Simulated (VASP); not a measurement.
Write the native input for VASP 6.6.1 that does the following.

* Task: single point
* Functional: PBE
* Potentials or basis: VASP PAW PBE potentials, release 64 (In_d, Ga_d, N)
* Cutoff: 520 eV
* k mesh: 6 × 6 × 4
* Occupations: gaussian, width 0.1 eV
* Spin: no spin polarisation
* Dipole correction: no
* Further INCAR settings: ALGO = Normal; EDIFF = 1e-06; NBANDS = 22

The structure of InGaN lies in POSCAR:

```
InGaN
1.0
    3.7149680104      0.0000000000      0.0000000000
   -1.8574840052      3.2172566713      0.0000000000
    0.0000000000      0.0000000000      6.1805907522
In Ga N
1 1 1
Direct
    0.0000000000      0.0000000000      0.0836414509
    0.0000000000      0.0000000000      0.6751212762
    0.0000000000      0.0000000000      0.3974913728
```

The cell was generated, and may not be a known phase.

One way to write it, as run:

INCAR

```
PREC = Accurate
ENCUT = 520
EDIFF = 1E-6
ISMEAR = 0
SIGMA = 0.1
LREAL = False
LASPH = True
NELM = 80
ALGO = Normal
ISIF = 2
LWAVE = False
LCHARG = True
GGA = PE
LELF = True
LVHAR = True
NBANDS = 22
```

KPOINTS

```
Automatic mesh
0
Gamma
  6 6 4
```

Potentials or basis: VASP PAW PBE potentials, release 64 (In_d, Ga_d, N).

Command:

```bash
$ cat potpaw_PBE.64/In_d/POTCAR potpaw_PBE.64/Ga_d/POTCAR potpaw_PBE.64/N/POTCAR > POTCAR
$ mpirun -np 1 vasp_std > vasp.out
```

It gave:

```
Pressure               : -0.1 GPa
Largest force          : 0.111 eV/Å
Band gap on the k mesh : zero (an odd number of electrons rules out a gap without spin polarisation)
```

Caveat: spin-orbit coupling is left out, which moves the levels of the heavy elements.

Wall time 40 s on 1 thread of Intel(R) Xeon(R) Platinum 8375C CPU @ 2.90GHz (Ice Lake), on a shared host, peak memory 0.2 GiB.
